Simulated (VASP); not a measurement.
Runs of VASP 6.6.1 on Eu. It takes space group Im-3m (No. 229, cubic). The conventional cell has a = 4.455 Å, b = 4.455 Å, c = 4.455 Å, α = 90.00°, β = 90.00°, γ = 90.00°. Within 5.1 Å of Eu (site symmetry m-3m) lie 14 Eu at 3.86 to 4.45 Å. 

| k mesh | smearing | gap on the mesh (eV) | pressure (GPa) | moment (μB) |
| --- | --- | --- | --- | --- |
| 10 × 10 × 10 | methfessel-paxton 1 eV | none | (b) | (a) |
| 10 × 10 × 10 | methfessel-paxton 0.2 eV | none | -0.4 | 7.71 |
| 13 × 13 × 13 | fermi-dirac 0.05 eV | none | -0.5 | 7.84 |
| 10 × 10 × 10 | methfessel-paxton 0.6 eV | none | -0.6 | (c) |
| 10 × 10 × 10 | methfessel-paxton 0.01 eV | none | -0.3 | 7.74 |
| 11 × 11 × 11 | fermi-dirac 0.05 eV | none | -0.4 | 7.85 |

Alike in all rows: task single point; level r2SCAN; potentials or basis VASP PAW PBE potentials, release 64 (Eu); spin collinear, ferromagnetic start; cell as given; cutoff (eV) 520.

Estimate the missing entries.

(a) 7.92; (b) -0.7; (c) 7.91.

Caveats: the PAW data sets were made with another functional, which shifts forces and pressure a little; spin-orbit coupling is left out, which moves the levels of the heavy elements; semilocal functionals describe open f shells poorly, which spoils levels, moments and volumes; so wide a smearing shifts energies and pressures (at least some runs).

A k mesh can miss the band edges, and the runs leave out spin-orbit coupling on Eu.

A gap of «none» marks levels without a gap at the run's occupations.
